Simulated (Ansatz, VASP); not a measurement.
**One calculation of Ta2SiO3, two programs**

```
CELL_PARAMETERS angstrom
6.58438 0.00000 0.00000
-3.29219 5.70224 0.00000
0.00000 0.00000 2.87870
ATOMIC_POSITIONS crystal
Ta 0.33333 0.66667 0.50000
Ta 0.66667 0.33333 0.50000
Si 0.00000 0.00000 0.00000
O 0.50000 0.00000 0.50000
O 0.00000 0.50000 0.50000
O 0.50000 0.50000 0.50000
```

Alike in both runs: functional PBE; k mesh 6 × 6 × 14; occupations gaussian, width 0.1 eV; collinear spin.

Ansatz relaxed the structure, and its values are those at the end. VASP's run is a single point on that final structure, the one shown.

```csv
,VASP,Ansatz
version,VASP 6.6.1,Ansatz 0.2.0
potentials or method,"VASP PAW PBE potentials, release 64 (Ta_pv, Si, O), cutoff 520 eV","scalar-relativistic, plane waves, PAW"
valence electrons in the cell,44,48
```

```tsv
	VASP	Ansatz	Ansatz less VASP
gap on the k mesh at the Fermi level (eV)	none	none	-
pressure (GPa)	0.5	0.0	-0.54
net moment per atom (μB)	0.00	0.00	-0.001
```

A gap of «none» marks a metal or a gap that the smearing closes. With one functional, cell and mesh, what is left measures potentials, basis and numerics. VASP's potentials hold 44 valence electrons a cell and Ansatz's 48, so a difference there can come from the potentials and not from the codes. Ansatz's warnings: seeded moment not kept.

Spin-orbit coupling is off throughout.
